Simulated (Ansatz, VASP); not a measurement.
**ZrBr: VASP beside Ansatz**

The input INCAR:

```
SYSTEM = ZrBr
PREC = Accurate
ENCUT = 520
EDIFF = 1E-8
ISMEAR = -1
SIGMA = 0.02
LREAL = .False.
LASPH = .True.
NELM = 100
ALGO = Normal
ISIF = 2
LWAVE = .False.
LCHARG = .False.
GGA = CA
LEFG = .True.
NBANDS = 27
```

The input KPOINTS:

```
Automatic mesh
0
Gamma
  10 10 10
  0 0 0
```

The input POSCAR:

```
ZrBr
1.0
    1.7456933122      1.0078765037      9.3257054519
   -1.7456933122      1.0078765037      9.3257054519
    0.0000000000     -2.0157530075      9.3257054519
Zr Br
2 2
Direct
    0.2092000000      0.2092000000      0.2092000000
    0.7908000000      0.7908000000      0.7908000000
    0.3917000000      0.3917000000      0.3917000000
    0.6083000000      0.6083000000      0.6083000000
```

Input for Ansatz:

```yaml
crystal:
  lattice:
    - [1.7456933122, 1.0078765037, 9.3257054519]
    - [-1.7456933122, 1.0078765037, 9.3257054519]
    - [0.0, -2.0157530075, 9.3257054519]
  atoms:
    - { symbol: Zr, position: [0.2092, 0.2092, 0.2092] }
    - { symbol: Zr, position: [0.7908, 0.7908, 0.7908] }
    - { symbol: Br, position: [0.3917, 0.3917, 0.3917] }
    - { symbol: Br, position: [0.6083, 0.6083, 0.6083] }
kpoints:
  mp_grid: { grid: [10, 10, 10] }
scf:
  occupations: { method: fermi_dirac, width: 0.02 }
hamiltonian:
  xc: lda
  pseudopotentials: { kind: all_electron, datasets: crystal }
output:
  forces: true
  stress: true
  eigenvalues: true
  efg: { contact_densities: true }
```

Change from the starting cell: volume scaled by 0.99, crystal datasets.

Alike in both runs: task electric field gradients; functional LDA; k mesh 10 × 10 × 10; occupations fermi-dirac, width 0.02 eV; no spin polarisation.

```csv
,VASP,Ansatz
version,VASP 6.6.1,Ansatz 0.2.0
potentials or method,"VASP PAW LDA potentials, release 64 (Zr_sv, Br), cutoff 520 eV","all-electron PAW with datasets made for the crystal, scalar-relativistic"
```

VASP gave:

| Quantity | Value |
| --- | --- |
| pressure (GPa) | -2.3 |
| rms of the force components (eV/Å) | 0.190 |
| size of Vzz on the site where it differs most (V/Å²) | 15.8 |

Problem. What did Ansatz give for the same quantities?

Solution. Pressure (GPa): -2.5; rms of the force components (eV/Å): 0.189; size of Vzz on the site where it differs most (V/Å²): 11.7.

LDA's correlation is that of Perdew and Zunger in VASP and of Perdew and Wang (1992) in Ansatz. Atom by atom the forces differ by 0.008 eV/Å (rms over components). Ansatz ran all-electron here, and VASP with PAW potentials.
